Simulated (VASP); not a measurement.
# Ga (I4/mmm) in VASP: notebook

Ga is run at these levels: PBEsol; tasks: relaxation of shape and atoms at fixed volume, single point.

All numbers are computed with VASP 6.6.1; they aren't measurements. Logs are shortened: lines on timing, memory, paths and dates and some standing lists are left out, and cuts for length are marked.

## (1) The cell of the first run

Symmetry: I4/mmm, No. 139, tetragonal system. The conventional cell has a = 2.689 Å, b = 2.689 Å, c = 4.313 Å, α = 90.00°, β = 90.00°, γ = 90.00°. Ga (site symmetry 4/mmm) has 12 Ga at 2.69 to 2.88 Å within 3.5 Å.

## (2) Relaxation of shape and atoms at fixed volume, PBEsol (volume scaled by 0.88)

Contents of INCAR:

```
PREC = Accurate
ENCUT = 600
EDIFF = 1E-6
ISMEAR = 0
SIGMA = 0.1
LREAL = F
LASPH = T
NELM = 100
ALGO = Fast
ISIF = 4
LWAVE = F
LCHARG = F
GGA = PS
IBRION = 2
NSW = 50
EDIFFG = -0.01
```

Contents of KPOINTS:

```
Automatic mesh
0
Gamma
  20 20 20
```

Contents of POSCAR:

```
Ga
1.0
   -1.3446587716      1.3446587716      2.1566615293
    1.3446587716     -1.3446587716      2.1566615293
    1.3446587716      1.3446587716     -2.1566615293
Ga
1
Direct
    0.0000000000      0.0000000000      0.0000000000
```

Potentials or basis: VASP PAW PBE potentials, release 64 (Ga_d).

Launch:

```sh
$ cat potpaw_PBE.64/Ga_d/POTCAR > POTCAR
$ mpirun -np 1 vasp_std > vasp.out
```

OUTCAR:

```text
PREC = Accurate
   ENCUT = 600
   EDIFF = 1E-6
   ISMEAR = 0
   LREAL = F
   LASPH = T
   NELM = 100
   ISIF = 4
   GGA = PS
   IBRION = 2
   NSW = 50
   EDIFFG = -0.01

 ion  position               nearest neighbor table
   1  0.000  0.000  0.000-

  LATTYP: Found a body centered tetragonal cell.
 ALAT       =     2.6893175432
 C/A-ratio  =     1.6038727258

  Lattice vectors:

 A1 = (  -1.3446587716,   1.3446587716,   2.1566615293)
 A2 = (   1.3446587716,  -1.3446587716,   2.1566615293)
 A3 = (   1.3446587716,   1.3446587716,  -2.1566615293)

Analysis of symmetry for initial positions (statically):
=====================================================================
 Subroutine PRICEL returns:
 Original cell was already a primitive cell.

 Routine SETGRP: Setting up the symmetry group for a
 body centered tetragonal supercell.

 Subroutine GETGRP returns: Found 16 space group operations
 (whereof 16 operations were pure point group operations)
 out of a pool of 16 trial point group operations.

The static configuration has the point symmetry D_4h.

Analysis of symmetry for dynamics (positions and initial velocities):
=====================================================================
 Subroutine PRICEL returns:
 Original cell was already a primitive cell.

 Routine SETGRP: Setting up the symmetry group for a
 body centered tetragonal supercell.

 Subroutine GETGRP returns: Found 16 space group operations
 (whereof 16 operations were pure point group operations)
 out of a pool of 16 trial point group operations.

The dynamic configuration has the point symmetry D_4h.

 Subroutine INISYM returns: Found 16 space group operations
 (whereof 16 operations are pure point group operations),
 and found     1 'primitive' translations

----------------------------------------------------------------------------------------

                                     Primitive cell

  volume of cell :      15.5979

  direct lattice vectors                    reciprocal lattice vectors
    -1.344658772  1.344658772  2.156661529     0.000000000  0.371841549  0.231839810
     1.344658772 -1.344658772  2.156661529     0.371841549  0.000000000  0.231839810
     1.344658772  1.344658772 -2.156661529     0.371841549  0.371841549  0.000000000

  length of vectors
     2.875309266  2.875309266  2.875309266     0.438196115  0.438196115  0.525863361

  position of ions in fractional coordinates (direct lattice)
     0.000000000  0.000000000  0.000000000

  ion indices of the primitive-cell ions
   primitive index   ion index
                 1           1

----------------------------------------------------------------------------------------

 KPOINTS: Automatic mesh

Automatic generation of k-mesh.
 Grid dimensions read from file:
 generate k-points for:   20   20   20

 Generating k-lattice:

  Cartesian coordinates                     Fractional coordinates (reciprocal lattice)
     0.000000000  0.018592077  0.011591991     0.050000000  0.000000000 -0.000000000
     0.018592077  0.000000000  0.011591991     0.000000000  0.050000000 -0.000000000
     0.018592077  0.018592077  0.000000000     0.000000000  0.000000000  0.050000000

  Length of vectors
     0.021909806  0.021909806  0.026293168

  Shift w.r.t. Gamma in fractional coordinates (k-lattice)
     0.000000000  0.000000000  0.000000000

 Subroutine IBZKPT returns following result:
 ===========================================

 Found    641 irreducible k-points:

 Following reciprocal coordinates:
            Coordinates               Weight
  0.000000  0.000000  0.000000      1.000000
  0.050000  0.000000 -0.000000      8.000000
  0.100000  0.000000 -0.000000      8.000000
  0.150000  0.000000 -0.000000      8.000000
  0.200000  0.000000 -0.000000      8.000000
  0.250000  0.000000 -0.000000      8.000000
[... 16 lines left out ...]
 -0.400000  0.050000  0.000000     16.000000
 -0.350000  0.050000  0.000000     16.000000
 [... further k-points ...]
   k-points           NKPTS =    641   k-points in BZ     NKDIM =    641   number of bands    NBANDS=     10
   number of dos      NEDOS =    301   number of ions     NIONS =      1
   total plane-waves  NPLWV =  13824
   dimension x,y,z NGX =    24 NGY =   24 NGZ =   24
   dimension x,y,z NGXF=    48 NGYF=   48 NGZF=   48
   ions per type =               1
   NGX,Y,Z   is equivalent  to a cutoff of  13.88, 13.88, 13.88 a.u.
   NGXF,Y,Z  is equivalent  to a cutoff of  27.75, 27.75, 27.75 a.u.
 SYSTEM =  unknown system
   PREC   = accura    normal or accurate (medium, high low for compatibility)
   ISTART =      0    job   : 0-new  1-cont  2-samecut
   ICHARG =      2    charge: 1-file 2-atom 10-const
   ISPIN  =      1    spin polarized calculation?
   LNONCOLLINEAR =      F non collinear calculations
   LSORBIT =      F    spin-orbit coupling
   LASPH  =      T    aspherical Exc in radial PAW
   ENCUT  =  600.0 eV  44.10 Ry    6.64 a.u.   5.74  5.74  5.74*2*pi/ulx,y,z
   NELM   =    100;   NELMIN=  2; NELMDL= -5     # of ELM steps
   EDIFF  = 0.1E-05   stopping-criterion for ELM
   LREAL  =      F    real-space projection
   EDIFFG = -.1E-01   stopping-criterion for IOM
   NSW    =     50    number of steps for IOM
   IBRION =      2    ionic relax: 0-MD 1-quasi-New 2-CG
   NFREE  =      1    steps in history (QN), initial steepest desc. (CG)
   ISIF   =      4    stress and relaxation
   ISYM   =      2    0-nonsym 1-usesym 2-fastsym
   POTIM  = 0.5000    time-step for ionic-motion
   TEBEG  =    0.0;   TEEND  =   0.0 temperature during run
   PSTRESS=    0.0 pullay stress
   NELECT =      13.0000    total number of electrons
   NUPDOWN=      -1.0000    fix difference up-down
   EMIN   =  10.00;   EMAX   =-10.00  energy-range for DOS
   EFERMI =   0.00;   METHOD = LEGACY
   ISMEAR =     0;   SIGMA  =   0.10  broadening in eV -4-tet -1-fermi 0-gaus
   EFERMI_NEDOS =   21; number of points for ismear=-14 and -15
   IALGO  =     68    algorithm
   IMIX   =      4    mixing-type and parameters
     AMIX     =   0.40;   BMIX     =  1.00
     AMIX_MAG =   1.60;   BMIX_MAG =  1.00
  volume/ion in A,a.u.               =      15.60       105.26
  Fermi-wavevector in a.u.,A,eV,Ry     =   1.540638  2.911383 32.294312  2.373565
  Thomas-Fermi vector in A             =   2.646697
   LORBIT       =      0    0 simple, 1 ext, 2 COOP (PROOUT), +10 PAW based schemes
   GGA     = PS    functional components
   LHFCALC =     F    Hartree Fock is set to
   AEXX    =    0.0000 exact exchange contribution
   IVDW    =     0    specifies the selected vdW correction
   LEPSILON=     F    determine dielectric tensor
   LRPA    =     F    only Hartree local field effects (RPA)
 conjugate gradient relaxation of ions
 non-spin polarized calculation
 RMM-DIIS sequential band-by-band and
 Gauss-broadening in eV      SIGMA  =   0.10
  energy-cutoff  :      600.00
  volume of cell :       15.60
 maximum number of plane-waves:       537
   NGX = 11   NGY = 11   NGZ = 11

--------------------------------------- Ionic step        1  -------------------------------------------

 number of electron      12.9999994 magnetization

 Free energy of the ion-electron system (eV)
  ---------------------------------------------------
  ext. energy  EPLUGINS =         0.00000000
  ---------------------------------------------------
  free energy    TOTEN  =        -3.27316604 eV

  energy without entropy =       -3.27132542  energy(sigma->0) =       -3.27224573

------------------------ aborting loop because EDIFF is reached ----------------------------------------

  FORCE on cell =-STRESS in cart. coord.  units (eV):
  Direction    XX          YY          ZZ          XY          YZ          ZX
  --------------------------------------------------------------------------------------
  -------------------------------------------------------------------------------------
  Total        1.0414073      1.0414073      0.9997608      0.0000000     -0.0000000      0.0000000
  in kB      106.9707482    106.9707482    102.6929255      0.0000000     -0.0000000      0.0000000
  external PRESSURE =     105.5448073 kB  Pullay stress =       0.0000000 kB
[... 55 lines left out ...]
  energy  without entropy=       -3.2713493700  energy(sigma->0) =       -3.27228174

--------------------------------------- Ionic step        3  -------------------------------------------

 number of electron      12.9999995 magnetization

 Free energy of the ion-electron system (eV)
  ---------------------------------------------------
  ext. energy  EPLUGINS =         0.00000000
  ---------------------------------------------------
  free energy    TOTEN  =        -3.27329197 eV

  energy without entropy =       -3.27136036  energy(sigma->0) =       -3.27232616

 E-fermi :   7.4009     XC(G=0): -12.1405

 val. band max:        7.4003052114   @ k =  -0.4500   0.4500   0.2000
 cond. band min:       7.4050997939   @ k =   0.3500   0.3000   0.1500
 fundamental gap:      0.0047945826
 Fermi energy:         7.4009486649

 k-point     1 :       0.0000    0.0000    0.0000
  band No.  band energies     occupation
      1      -7.8603      2.00000
      2      -7.6797      2.00000
      3      -7.6797      2.00000
      4      -7.6472      2.00000
      5      -7.4624      2.00000
      6      -5.3045      2.00000
      7      21.7791      0.00000
      8      21.7791      0.00000
      9      21.9293      0.00000
     10      24.5705      0.00000
[... 287 lines left out ...]
 k-point    24 :      -0.3500    0.0500    0.0000
  band No.  band energies     occupation
      1      -7.8548      2.00000
      2      -7.7836      2.00000
      3      -7.6404      2.00000
      4      -7.4817      2.00000
      5      -7.4353      2.00000
      6      -1.7921      2.00000
      7       8.1089      0.00000
      8      17.0908      0.00000
      9      20.2070      0.00000
     10      22.2998      0.00000

 [... further k-points ...]

------------------------ aborting loop because EDIFF is reached ----------------------------------------

  FORCE on cell =-STRESS in cart. coord.  units (eV):
  Direction    XX          YY          ZZ          XY          YZ          ZX
  --------------------------------------------------------------------------------------
  -------------------------------------------------------------------------------------
  Total        1.0192041      1.0192041      1.0090411      0.0000000      0.0000000      0.0000000
  in kB      104.6900906    104.6900906    103.6461700      0.0000000      0.0000000      0.0000000
  external PRESSURE =     104.3421171 kB  Pullay stress =       0.0000000 kB
[... 16 lines left out ...]
  FREE ENERGIE OF THE ION-ELECTRON SYSTEM (eV)
  ---------------------------------------------------
  free  energy   TOTEN  =        -3.2732919706 eV

  energy  without entropy=       -3.2713603566  energy(sigma->0) =       -3.27232616

 reached required accuracy - stopping structural energy minimisation
```

Wall time 63 s (1 thread of Intel Xeon 6975P-C (Granite Rapids), shared host); peak memory 0.25 GiB.

Results:

| Item | Value |
| --- | --- |
| Free energy | -3.2733 eV |
| Energy gained by relaxing | 0.1 meV/atom |
| Ionic steps | 3 |
| Pressure after relaxing | 10.4 GPa |

The path:
| step | energy change (eV) | largest force (eV/Å) | pressure (GPa) | volume (Å³) |
| --- | --- | --- | --- | --- |
| 1 | 0.0000 | 0.0000 | 10.55 | 15.60 |
| 2 | 0.0000 | 0.0000 | 10.48 | 15.60 |
| 3 | -0.0001 | 0.0000 | 10.43 | 15.60 |

Final structure:
```cif
data_structure
_symmetry_space_group_name_H-M 'P 1'
_symmetry_Int_Tables_number 1
_cell_length_a 2.8701
_cell_length_b 2.8701
_cell_length_c 2.8701
_cell_angle_alpha 123.961
_cell_angle_beta 123.961
_cell_angle_gamma 83.266
_cell_volume 15.60
loop_
_atom_site_label
_atom_site_type_symbol
_atom_site_fract_x
_atom_site_fract_y
_atom_site_fract_z
_atom_site_occupancy
Ga1 Ga 0.00000 0.00000 0.00000 1
```

Levels at points of the mesh, in eV from the Fermi level:
```csv
k point,band 2,band 3,band 4,band 5,band 6,band 7,band 8,band 9,band 10
"(0.00, 0.00, 0.00)",-15.08,-15.08,-15.05,-14.86,-12.71,14.38,14.38,14.53,17.17
"(0.50, 0.00, 0.00)",-15.22,-15.06,-14.81,-14.76,-5.13,-5.01,9.50,13.17,13.69
"(0.50, 0.50, 0.00)",-15.37,-14.81,-14.81,-14.67,-2.72,-1.06,4.39,5.32,8.56
"(0.50, 0.50, 0.50)",-15.37,-14.78,-14.76,-14.76,-4.35,-3.89,7.05,7.05,10.33
```

Caveat: the cell differs from its parent crystal (volume scaled by 0.88); the PAW data sets were made with another functional, which shifts forces and pressure a little.

## (3) Relaxation of shape and atoms at fixed volume, PBEsol (volume scaled by 0.91)

Contents of INCAR:

```
SYSTEM = Ga
ALGO     = Fast           ! electronic algorithm
EDIFF    = 1E-7           ! SCF threshold, eV
EDIFFG   = -0.01          ! ionic threshold
ENCUT    = 600            ! plane-wave cutoff, eV
GGA      = PS             ! functional
IBRION   = 2              ! ionic algorithm
ISIF     = 4              ! what is computed and relaxed
ISMEAR   = 0              ! smearing method
LASPH    = .True.         ! aspherical terms in the spheres
LCHARG   = .False.        ! write CHGCAR
LREAL    = .False.        ! projectors in reciprocal space
LWAVE    = .False.        ! write WAVECAR
NELM     = 80             ! most SCF steps
NSW      = 50             ! ionic steps
PREC     = Accurate       ! precision mode
SIGMA    = 0.1            ! smearing width, eV
```

Contents of KPOINTS:

```
k-points
0
Gamma
  20 20 20
  0 0 0
```

Contents of POSCAR:

```
Ga
1.0
   -1.3587995914      1.3587995914      2.1840072457
    1.3587995914     -1.3587995914      2.1840072457
    1.3587995914      1.3587995914     -2.1840072457
Ga
1
Direct
    0.0000000000      0.0000000000      0.0000000000
```

Potentials or basis: VASP PAW PBE potentials, release 64 (Ga_d).

Launch:

```sh
$ cat potpaw_PBE.64/Ga_d/POTCAR > POTCAR
$ mpirun -np 1 vasp_std > vasp.out
```

Wall time 74 s (1 thread of Intel Xeon 6975P-C (Granite Rapids), shared host); peak memory 0.25 GiB.

The run converged. Its results:

```
Free energy               : -3.3026 eV
Energy gained by relaxing : 0.0 meV/atom
Ionic steps               : 3
Pressure after relaxing   : 7.2 GPa
```

Final structure:
```cif
data_structure
_symmetry_space_group_name_H-M 'P 1'
_symmetry_Int_Tables_number 1
_cell_length_a 2.9065
_cell_length_b 2.9065
_cell_length_c 2.9065
_cell_angle_alpha 124.180
_cell_angle_beta 124.180
_cell_angle_gamma 82.901
_cell_volume 16.13
loop_
_atom_site_label
_atom_site_type_symbol
_atom_site_fract_x
_atom_site_fract_y
_atom_site_fract_z
_atom_site_occupancy
Ga1 Ga 0.00000 0.00000 0.00000 1
```

Levels at points of the mesh, in eV from the Fermi level:
| k point | band 4 | band 5 | band 6 | band 7 | band 8 | band 9 |
| --- | --- | --- | --- | --- | --- | --- |
| (0.00, 0.00, 0.00) | -15.00 | -14.81 | -12.39 | 13.99 | 13.99 | 14.08 |
| (0.50, 0.00, 0.00) | -14.77 | -14.72 | -5.08 | -4.81 | 9.16 | 12.91 |
| (0.50, 0.50, 0.00) | -14.77 | -14.63 | -2.56 | -1.08 | 4.26 | 5.24 |
| (0.50, 0.50, 0.50) | -14.73 | -14.73 | -4.21 | -3.98 | 7.00 | 7.00 |

Caveat: the cell differs from its parent crystal (volume scaled by 0.91); the PAW data sets were made with another functional, which shifts forces and pressure a little.

## (4) Relaxation of shape and atoms at fixed volume, PBEsol (volume scaled by 1.10)

Contents of INCAR:

```
SYSTEM = Ga
PREC = Accurate
ENCUT = 600
EDIFF = 1E-6
ISMEAR = 0
SIGMA = 0.1
LREAL = .FALSE.
LASPH = .TRUE.
NELM = 100
ALGO = Fast
ISIF = 4
LWAVE = .FALSE.
LCHARG = .FALSE.
GGA = PS
IBRION = 2
NSW = 50
EDIFFG = -0.01
```

Contents of KPOINTS:

```
Automatic mesh
0
G
  20 20 20
  0 0 0
```

Contents of POSCAR:

```
Ga
1.0
   -1.4399917370      1.4399917370      2.3506944551
    1.4399917370     -1.4399917370      2.3506944551
    1.4399917370      1.4399917370     -2.3506944551
Ga
1
Direct
    0.0000000000      0.0000000000      0.0000000000
```

Launch:

```sh
$ cat potpaw_PBE.64/Ga_d/POTCAR > POTCAR
$ mpirun -np 1 vasp_std > vasp.out
```

It took 2 min on 1 thread of Intel Xeon 6975P-C (Granite Rapids), shared host; peak memory 0.29 GiB.

It converged, with:

| Quantity | Value |
| --- | --- |
| Free energy | -3.3091 eV |
| Energy gained by relaxing | 0.0 meV/atom |
| Ionic steps | 3 |
| Pressure after relaxing | -4.5 GPa |

Final structure:
```yaml
crystal:
  lattice:
    - [-1.43781, 1.43781, 2.35785]
    - [1.43781, -1.43781, 2.35785]
    - [1.43781, 1.43781, -2.35785]
  atoms:
    - { symbol: Ga, position: [0.00000, 0.00000, 0.00000] }
```

Levels at points of the mesh, in eV from the Fermi level:
| k point | band 4 | band 5 | band 6 | band 7 | band 8 | band 9 |
| --- | --- | --- | --- | --- | --- | --- |
| (0.00, 0.00, 0.00) | -14.76 | -14.63 | -10.80 | 11.68 | 11.90 | 11.90 |
| (0.50, 0.00, 0.00) | -14.62 | -14.58 | -4.86 | -3.78 | 7.59 | 11.29 |
| (0.50, 0.50, 0.00) | -14.62 | -14.51 | -1.80 | -1.38 | 3.65 | 4.80 |
| (0.50, 0.50, 0.50) | -14.59 | -14.59 | -4.27 | -3.41 | 6.51 | 6.51 |

Caveat: the cell differs from its parent crystal (volume scaled by 1.10); the PAW data sets were made with another functional, which shifts forces and pressure a little.

(Part 1 of 2 ends here.)
